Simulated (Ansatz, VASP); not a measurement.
# BAs in VASP and in Ansatz

File INCAR:

```
PREC = Accurate
ENCUT = 520
EDIFF = 1E-6
ISMEAR = -1
SIGMA = 0.01
LREAL = False
LASPH = True
NELM = 80
ALGO = Normal
ISIF = 2
LWAVE = False
LCHARG = False
NBANDS = 11
```

File KPOINTS:

```
Automatic mesh
0
Gamma
  11 11 11
```

Contents of POSCAR:

```
BAs
1.0
    0.0000000000      2.4491361041      2.4491361041
    2.4491361041      0.0000000000      2.4491361041
    2.4491361041      2.4491361041      0.0000000000
B As
1 1
Direct
    0.7500000000      0.7500000000      0.7500000000
    0.0000000000      0.0000000000      0.0000000000
```

Input for Ansatz:

```yaml
crystal:
  lattice:
    - [0.0, 2.4491361041, 2.4491361041]
    - [2.4491361041, 0.0, 2.4491361041]
    - [2.4491361041, 2.4491361041, 0.0]
  atoms:
    - { symbol: B, position: [0.75, 0.75, 0.75] }
    - { symbol: As, position: [0.0, 0.0, 0.0] }
kpoints:
  mp_grid: { grid: [11, 11, 11] }
scf:
  occupations: { method: fermi_dirac, width: 0.01 }
hamiltonian:
  xc: lda
  pseudopotentials: { kind: all_electron, lapw: { basis_error: 0.001 } }
output:
  forces: true
  stress: true
  eigenvalues: true
```

Change from the starting cell: volume scaled by 1.05.

Alike in both runs: task single point; functional LDA; k mesh 11 × 11 × 11; occupations fermi-dirac, width 0.01 eV; no spin polarisation.

|  | VASP | Ansatz |
| --- | --- | --- |
| version | VASP 6.6.1 | Ansatz 0.2.0 |
| potentials or method | VASP PAW LDA potentials, release 64 (B, As), cutoff 520 eV | all-electron LAPW, scalar-relativistic |

|  | VASP | Ansatz | Ansatz less VASP |
| --- | --- | --- | --- |
| gap on the k mesh at the Fermi level (eV) | 1.21 | 1.22 | +0.008 |
| pressure (GPa) | -11.7 | -12.3 | -0.58 |

LDA's correlation is that of Perdew and Zunger in VASP and of Perdew and Wang (1992) in Ansatz. Ansatz ran all-electron here, and VASP with PAW potentials.
